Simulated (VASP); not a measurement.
# TePb (F-43m) in VASP: a series of runs, part 2 of 2

VASP 6.6.1.

### 3 Single point, LDA

This run uses another cell than the first one, of 45.14 Å³/atom, 0.935 times its volume.

Contents of INCAR:

```
PREC = Accurate
ENCUT = 520
EDIFF = 1E-7
ISMEAR = -1
SIGMA = 0.02
LREAL = False
LASPH = True
NELM = 60
ALGO = Normal
ISIF = 2
LWAVE = False
LCHARG = False
NBANDS = 17
```

Contents of KPOINTS:

```
regular mesh
0
Gamma
  6 6 6
```

Contents of POSCAR:

```
TePb
1.0
    0.0000000000      3.5606207645      3.5606207645
    3.5606207645      0.0000000000      3.5606207645
    3.5606207645      3.5606207645      0.0000000000
Pb Te
1 1
Direct
    0.0000000000      0.0000000000      0.0000000000
    0.2500000000      0.2500000000      0.2500000000
```

Potentials or basis: VASP PAW LDA potentials, release 64 (Pb_d, Te).

Command:

```sh
> cat potpaw_LDA.64/Pb_d/POTCAR potpaw_LDA.64/Te/POTCAR > POTCAR
> mpirun -np 1 vasp_std > vasp.out
```

OUTCAR:

```text
PREC = Accurate
   ENCUT = 520
   EDIFF = 1E-7
   ISMEAR = -1
   LREAL = False
   LASPH = True
   NELM = 60
   ISIF = 2

 ion  position               nearest neighbor table
   1  0.000  0.000  0.000-   2 3.08   2 3.08   2 3.08   2 3.08
   2  0.250  0.250  0.250-   1 3.08   1 3.08   1 3.08   1 3.08

  LATTYP: Found a face centered cubic cell.
 ALAT       =     7.1212415290

  Lattice vectors:

 A1 = (   0.0000000000,   3.5606207645,   3.5606207645)
 A2 = (   3.5606207645,   0.0000000000,   3.5606207645)
 A3 = (   3.5606207645,   3.5606207645,   0.0000000000)

Analysis of symmetry for initial positions (statically):
=====================================================================
 Subroutine PRICEL returns:
 Original cell was already a primitive cell.

 Routine SETGRP: Setting up the symmetry group for a
 face centered cubic supercell.

 Subroutine GETGRP returns: Found 24 space group operations
 (whereof 24 operations were pure point group operations)
 out of a pool of 48 trial point group operations.

The static configuration has the point symmetry T_d .

Analysis of symmetry for dynamics (positions and initial velocities):
=====================================================================
 Subroutine PRICEL returns:
 Original cell was already a primitive cell.

 Routine SETGRP: Setting up the symmetry group for a
 face centered cubic supercell.

 Subroutine GETGRP returns: Found 24 space group operations
 (whereof 24 operations were pure point group operations)
 out of a pool of 48 trial point group operations.

The dynamic configuration has the point symmetry T_d .

 Subroutine INISYM returns: Found 24 space group operations
 (whereof 24 operations are pure point group operations),
 and found     1 'primitive' translations

----------------------------------------------------------------------------------------

                                     Primitive cell

  volume of cell :      90.2832

  direct lattice vectors                    reciprocal lattice vectors
     0.000000000  3.560620764  3.560620764    -0.140424952  0.140424952  0.140424952
     3.560620764  0.000000000  3.560620764     0.140424952 -0.140424952  0.140424952
     3.560620764  3.560620764  0.000000000     0.140424952  0.140424952 -0.140424952

  length of vectors
     5.035478176  5.035478176  5.035478176     0.243223152  0.243223152  0.243223152

  position of ions in fractional coordinates (direct lattice)
     0.000000000  0.000000000  0.000000000
     0.250000000  0.250000000  0.250000000

  ion indices of the primitive-cell ions
   primitive index   ion index
                 1           1
                 2           2

----------------------------------------------------------------------------------------

 KPOINTS: regular mesh

Automatic generation of k-mesh.
 Grid dimensions read from file:
 generate k-points for:    6    6    6

 Generating k-lattice:

  Cartesian coordinates                     Fractional coordinates (reciprocal lattice)
    -0.023404159  0.023404159  0.023404159     0.166666667  0.000000000  0.000000000
     0.023404159 -0.023404159  0.023404159     0.000000000  0.166666667  0.000000000
     0.023404159  0.023404159 -0.023404159     0.000000000  0.000000000  0.166666667

  Length of vectors
     0.040537192  0.040537192  0.040537192

  Shift w.r.t. Gamma in fractional coordinates (k-lattice)
     0.000000000  0.000000000  0.000000000

 Subroutine IBZKPT returns following result:
 ===========================================

 Found     16 irreducible k-points:

 Following reciprocal coordinates:
            Coordinates               Weight
  0.000000  0.000000  0.000000      1.000000
  0.166667  0.000000  0.000000      8.000000
  0.333333  0.000000  0.000000      8.000000
  0.500000  0.000000  0.000000      4.000000
  0.166667  0.166667  0.000000      6.000000
  0.333333  0.166667  0.000000     24.000000
[... 8 lines left out ...]
 -0.333333  0.333333  0.166667     24.000000
 -0.333333  0.500000  0.166667     12.000000
   k-points           NKPTS =     16   k-points in BZ     NKDIM =     16   number of bands    NBANDS=     17
   number of dos      NEDOS =    301   number of ions     NIONS =      2
   total plane-waves  NPLWV =  64000
   dimension x,y,z NGX =    40 NGY =   40 NGZ =   40
   dimension x,y,z NGXF=    80 NGYF=   80 NGZF=   80
   ions per type =               1   1
   NGX,Y,Z   is equivalent  to a cutoff of  13.21, 13.21, 13.21 a.u.
   NGXF,Y,Z  is equivalent  to a cutoff of  26.41, 26.41, 26.41 a.u.
 SYSTEM =  unknown system
   PREC   = accura    normal or accurate (medium, high low for compatibility)
   ISTART =      0    job   : 0-new  1-cont  2-samecut
   ICHARG =      2    charge: 1-file 2-atom 10-const
   ISPIN  =      1    spin polarized calculation?
   LNONCOLLINEAR =      F non collinear calculations
   LSORBIT =      F    spin-orbit coupling
   LASPH  =      T    aspherical Exc in radial PAW
   ENCUT  =  520.0 eV  38.22 Ry    6.18 a.u.   9.36  9.36  9.36*2*pi/ulx,y,z
   NELM   =     60;   NELMIN=  2; NELMDL= -5     # of ELM steps
   EDIFF  = 0.1E-06   stopping-criterion for ELM
   LREAL  =      F    real-space projection
   EDIFFG = 0.1E-05   stopping-criterion for IOM
   NSW    =      0    number of steps for IOM
   IBRION =     -1    ionic relax: 0-MD 1-quasi-New 2-CG
   NFREE  =      0    steps in history (QN), initial steepest desc. (CG)
   ISIF   =      2    stress and relaxation
   ISYM   =      2    0-nonsym 1-usesym 2-fastsym
   POTIM  = 0.5000    time-step for ionic-motion
   TEBEG  =    0.0;   TEEND  =   0.0 temperature during run
   PSTRESS=    0.0 pullay stress
   NELECT =      20.0000    total number of electrons
   NUPDOWN=      -1.0000    fix difference up-down
   EMIN   =  10.00;   EMAX   =-10.00  energy-range for DOS
   EFERMI =   0.00;   METHOD = LEGACY
   ISMEAR =    -1;   SIGMA  =   0.02  broadening in eV -4-tet -1-fermi 0-gaus
   EFERMI_NEDOS =   21; number of points for ismear=-14 and -15
   IALGO  =     38    algorithm
   IMIX   =      4    mixing-type and parameters
     AMIX     =   0.40;   BMIX     =  1.00
     AMIX_MAG =   1.60;   BMIX_MAG =  1.00
  volume/ion in A,a.u.               =      45.14       304.63
  Fermi-wavevector in a.u.,A,eV,Ry     =   0.990564  1.871894 13.350262  0.981217
  Thomas-Fermi vector in A             =   2.122243
   LORBIT       =      0    0 simple, 1 ext, 2 COOP (PROOUT), +10 PAW based schemes
   GGA     = CA    functional components
   LHFCALC =     F    Hartree Fock is set to
   AEXX    =    0.0000 exact exchange contribution
   IVDW    =     0    specifies the selected vdW correction
   LEPSILON=     F    determine dielectric tensor
   LRPA    =     F    only Hartree local field effects (RPA)
 non-spin polarized calculation
  energy-cutoff  :      520.00
  volume of cell :       90.28
 maximum number of plane-waves:      2452
 NGX is ok and might be reduce to    40
   NGX = 19   NGY = 19   NGZ = 19

 number of electron      20.0000000 magnetization

 Free energy of the ion-electron system (eV)
  ---------------------------------------------------
  ext. energy  EPLUGINS =         0.00000000
  ---------------------------------------------------
  free energy    TOTEN  =        -8.13207698 eV

  energy without entropy =       -8.13207676  energy(sigma->0) =       -8.13207687

 E-fermi :   3.2660     XC(G=0):  -8.0919

 val. band max:        3.0168707677   @ k =  -0.3333   0.5000   0.1667
 cond. band min:       3.4874135186   @ k =   0.5000   0.5000   0.0000
 fundamental gap:      0.4705427509
 Fermi energy:         3.2659911375

 k-point     1 :       0.0000    0.0000    0.0000
  band No.  band energies     occupation
      1     -13.7753      2.00000
      2     -13.7753      2.00000
      3     -13.7753      2.00000
      4     -13.7392      2.00000
      5     -13.7392      2.00000
      6      -8.6581      2.00000
[... 9 lines left out ...]
     16      10.2080      0.00000
     17      10.9437      0.00000
[... 281 lines left out ...]
 k-point    16 :      -0.3333    0.5000    0.1667
  band No.  band energies     occupation
      1     -13.7984      2.00000
      2     -13.7651      2.00000
      3     -13.7614      2.00000
      4     -13.7421      2.00000
      5     -13.7368      2.00000
      6      -7.4273      2.00000
[... 9 lines left out ...]
     16      11.3958      0.00000
     17      11.5670      0.00000

------------------------ aborting loop because EDIFF is reached ----------------------------------------

  FORCE on cell =-STRESS in cart. coord.  units (eV):
  Direction    XX          YY          ZZ          XY          YZ          ZX
  --------------------------------------------------------------------------------------
  -------------------------------------------------------------------------------------
  Total        0.0554420      0.0554420      0.0554420     -0.0000000      0.0000000     -0.0000000
  in kB        0.9838803      0.9838803      0.9838803     -0.0000000      0.0000000     -0.0000000
  external PRESSURE =       0.9838803 kB  Pullay stress =       0.0000000 kB

 VOLUME and BASIS-vectors are now :
 -----------------------------------------------------------------------------
  energy-cutoff  :      520.00
  volume of cell :       90.28
      direct lattice vectors                 reciprocal lattice vectors
     0.000000000  3.560620764  3.560620764    -0.140424952  0.140424952  0.140424952
     3.560620764  0.000000000  3.560620764     0.140424952 -0.140424952  0.140424952
     3.560620764  3.560620764  0.000000000     0.140424952  0.140424952 -0.140424952

 POSITION                                       TOTAL-FORCE (eV/Angst)
 -----------------------------------------------------------------------------------
      0.00000      0.00000      0.00000        -0.000000     -0.000000     -0.000000
      1.78031      1.78031      1.78031         0.000000      0.000000      0.000000
 -----------------------------------------------------------------------------------
    total drift:                                0.000000      0.000000      0.000000

  FREE ENERGIE OF THE ION-ELECTRON SYSTEM (eV)
  ---------------------------------------------------
  free  energy   TOTEN  =        -8.1320769802 eV

  energy  without entropy=       -8.1320767591  energy(sigma->0) =       -8.13207687
```

OSZICAR:

```text
N       E                     dE             d eps       ncg     rms          rms(c)
DAV:   1     0.154678884832E+03    0.15468E+03   -0.89257E+03   544   0.106E+03
DAV:   2     0.326057937155E+01   -0.15142E+03   -0.14655E+03   603   0.278E+02
DAV:   3    -0.798778365857E+01   -0.11248E+02   -0.11205E+02   704   0.861E+01
DAV:   4    -0.831004531624E+01   -0.32226E+00   -0.32216E+00   687   0.178E+01
DAV:   5    -0.832418793229E+01   -0.14143E-01   -0.14142E-01   731   0.319E+00    0.394E+00
DAV:   6    -0.814691134743E+01    0.17728E+00   -0.40573E-01   778   0.369E+00    0.249E+00
DAV:   7    -0.813354446946E+01    0.13367E-01   -0.93190E-02   586   0.121E+00    0.103E+00
DAV:   8    -0.813209444016E+01    0.14500E-02   -0.98111E-03   692   0.816E-01    0.190E-01
DAV:   9    -0.813204666976E+01    0.47770E-04   -0.19486E-03   710   0.323E-01    0.433E-02
DAV:  10    -0.813205485343E+01   -0.81837E-05   -0.23925E-04   664   0.962E-02    0.314E-02
DAV:  11    -0.813207872893E+01   -0.23875E-04   -0.62741E-05   600   0.422E-02    0.292E-02
DAV:  12    -0.813207707187E+01    0.16571E-05   -0.55131E-06   647   0.128E-02    0.174E-02
DAV:  13    -0.813207698024E+01    0.91637E-07   -0.68686E-07   657   0.408E-03
   1 F= -.81320770E+01 E0= -.81320769E+01  d E =-.221136E-06
```

Run time: 19 s. Hardware: 1 thread of Intel Xeon 6975P-C (Granite Rapids), shared host; peak memory 0.2 GiB.

Results:

- Free energy: -8.1321 eV
- Pressure: 0.1 GPa
- Band gap on the k mesh: 0.47 eV, indirect (least direct gap 1.01 eV)

Levels at points of the mesh, in eV from the valence-band top:
```
           k point  band 8  band 9  band 10  band 11  band 12  band 13
(0.00, 0.00, 0.00)   -1.46   -1.46    -1.46     1.55     1.55     1.55
(0.50, 0.00, 0.00)   -2.08   -2.08    -1.98     2.40     2.40     4.00
(0.50, 0.50, 0.00)   -2.83   -2.83    -0.54     0.47     4.71     4.71
```

Caveat: spin-orbit coupling is left out, which moves the levels of the heavy elements.

### 4 Single point, PBEsol

This run uses another cell than the first one, of 46.78 Å³/atom, 0.969 times its volume.

Contents of INCAR:

```
SYSTEM = TePb
PREC = Accurate
ENCUT = 520
EDIFF = 1E-6
ISMEAR = -1
SIGMA = 0.02
LREAL = .False.
LASPH = .True.
NELM = 100
ALGO = Normal
ISIF = 2
LWAVE = .False.
LCHARG = .True.
GGA = PS
LELF = .True.
LVHAR = .True.
NBANDS = 17
```

Contents of KPOINTS:

```
Automatic mesh
0
Gamma
  6 6 6
  0 0 0
```

Contents of POSCAR:

```
TePb
1.0
    0.0000000000      3.6032762771      3.6032762771
    3.6032762771      0.0000000000      3.6032762771
    3.6032762771      3.6032762771      0.0000000000
Pb Te
1 1
Direct
    0.0000000000      0.0000000000      0.0000000000
    0.2500000000      0.2500000000      0.2500000000
```

Potentials or basis: VASP PAW PBE potentials, release 64 (Pb_d, Te).

Command:

```sh
> cat potpaw_PBE.64/Pb_d/POTCAR potpaw_PBE.64/Te/POTCAR > POTCAR
> mpirun -np 1 vasp_std > vasp.out
```

Run time: 23 s. Hardware: 1 thread of Intel Xeon 6975P-C (Granite Rapids), shared host; peak memory 0.24 GiB.

The run converged. Its results:

```
Free energy            : -7.6957 eV
Pressure               : 0.0 GPa
Band gap on the k mesh : 0.62 eV, indirect (least direct gap 1.11 eV)
```

Levels at points of the mesh, in eV from the valence-band top:
| k point | band 7 | band 8 | band 9 | band 10 | band 11 | band 12 | band 13 | band 14 |
| --- | --- | --- | --- | --- | --- | --- | --- | --- |
| (0.00, 0.00, 0.00) | -6.03 | -1.38 | -1.38 | -1.38 | 1.62 | 1.62 | 1.62 | 4.10 |
| (0.50, 0.00, 0.00) | -7.79 | -1.96 | -1.96 | -1.88 | 2.45 | 2.45 | 3.95 | 5.80 |
| (0.50, 0.50, 0.00) | -8.32 | -2.67 | -2.67 | -0.49 | 0.62 | 4.64 | 4.64 | 5.74 |

Caveat: the PAW data sets were made with another functional, which shifts forces and pressure a little; spin-orbit coupling is left out, which moves the levels of the heavy elements.

### 5 Single point, PBE

Contents of INCAR:

```
PREC = Accurate ; ENCUT = 520
EDIFF = 1E-6 ; ISMEAR = -1
SIGMA = 0.02 ; LREAL = False
LASPH = True ; NELM = 80
ALGO = Normal ; ISIF = 2
LWAVE = False ; LCHARG = True
GGA = PE ; LELF = True
LVHAR = True ; NBANDS = 17
```

Contents of KPOINTS:

```
Automatic mesh
0
Gamma
  6 6 6
```

Contents of POSCAR:

```
TePb
1.0
    0.0000000000      3.6414940711      3.6414940711
    3.6414940711      0.0000000000      3.6414940711
    3.6414940711      3.6414940711      0.0000000000
Pb Te
1 1
Direct
    0.0000000000      0.0000000000      0.0000000000
    0.2500000000      0.2500000000      0.2500000000
```

Command:

```sh
> cat potpaw_PBE.64/Pb_d/POTCAR potpaw_PBE.64/Te/POTCAR > POTCAR
> mpirun -np 1 vasp_std > vasp.out
```

Run time: 20 s. Hardware: 1 thread of Intel Xeon 6975P-C (Granite Rapids), shared host; peak memory 0.24 GiB.

The run converged. Its results:

- Free energy: -7.1428 eV
- Pressure: 0.5 GPa
- Band gap on the k mesh: 0.74 eV, indirect (least direct gap 1.19 eV)

Levels at points of the mesh, in eV from the valence-band top:
```
           k point  band 8  band 9  band 10  band 11  band 12  band 13
(0.00, 0.00, 0.00)   -1.30   -1.30    -1.30     1.67     1.67     1.67
(0.50, 0.00, 0.00)   -1.86   -1.86    -1.78     2.49     2.49     3.87
(0.50, 0.50, 0.00)   -2.53   -2.53    -0.45     0.74     4.54     4.54
```

Caveat: spin-orbit coupling is left out, which moves the levels of the heavy elements.

### 6 Single point, LDA

Contents of INCAR:

```
ALGO     = Normal         # electronic algorithm
EDIFF    = 1E-6           # SCF threshold, eV
ENCUT    = 520            # plane-wave cutoff, eV
GGA      = CA             # functional
ISIF     = 2              # what is computed and relaxed
ISMEAR   = 0              # smearing method
LASPH    = T              # aspherical terms in the spheres
LCHARG   = F              # write CHGCAR
LREAL    = F              # projectors in reciprocal space
LWAVE    = F              # write WAVECAR
NBANDS   = 17             # bands
NELM     = 60             # most SCF steps
PREC     = Accurate       # precision mode
SIGMA    = 0.01           # smearing width, eV
```

Contents of KPOINTS:

```
k-points
0
Gamma
  6 6 6
```

POSCAR is that of step 5.

Potentials or basis: VASP PAW LDA potentials, release 64 (Pb_d, Te).

Command:

```sh
> cat potpaw_LDA.64/Pb_d/POTCAR potpaw_LDA.64/Te/POTCAR > POTCAR
> mpirun -np 1 vasp_std > vasp.out
```

Run time: 16 s. Hardware: 1 thread of Intel Xeon 6975P-C (Granite Rapids), shared host; peak memory 0.2 GiB.

The run converged. Its results:

```
Free energy            : -8.1005 eV
Pressure               : -1.7 GPa
Band gap on the k mesh : 0.60 eV, indirect (least direct gap 1.07 eV)
```

Levels at points of the mesh, in eV from the valence-band top:
```tsv
k point	band 8	band 9	band 10	band 11	band 12	band 13
(0.00, 0.00, 0.00)	-1.29	-1.29	-1.29	1.61	1.61	1.61
(0.50, 0.00, 0.00)	-1.85	-1.85	-1.83	2.42	2.42	3.77
(0.50, 0.50, 0.00)	-2.54	-2.54	-0.46	0.60	4.47	4.47
```

Caveat: spin-orbit coupling is left out, which moves the levels of the heavy elements. A k mesh can miss the band edges.

### 7 Summary

```csv
level,potentials or basis,cell,k mesh,smearing,gap on the mesh (eV),pressure (GPa)
PBE,"VASP PAW PBE potentials, release 64 (Pb_d, Te)","a = 5.150 Å, angles 60.0°, 2 atoms",4 × 4 × 4,gaussian 0.01 eV,0.59,0.5
LDA,"VASP PAW LDA potentials, release 64 (Pb_d, Te)","a = 5.035 Å, angles 60.0°, 2 atoms",6 × 6 × 6,fermi-dirac 0.02 eV,0.47,0.1
PBEsol,"VASP PAW PBE potentials, release 64 (Pb_d, Te)","a = 5.096 Å, angles 60.0°, 2 atoms",6 × 6 × 6,fermi-dirac 0.02 eV,0.62,0.0
PBE,"VASP PAW PBE potentials, release 64 (Pb_d, Te)","a = 5.150 Å, angles 60.0°, 2 atoms",6 × 6 × 6,fermi-dirac 0.02 eV,0.74,0.5
LDA,"VASP PAW LDA potentials, release 64 (Pb_d, Te)","a = 5.150 Å, angles 60.0°, 2 atoms",6 × 6 × 6,gaussian 0.01 eV,0.60,-1.7
```

Alike in all rows: task single point; no spin polarisation; cutoff (eV) 520.

Caveats: spin-orbit coupling is left out, which moves the levels of the heavy elements; the PAW data sets were made with another functional, which shifts forces and pressure a little (some runs).

Absolute energies hang on the potentials; compare differences alone.
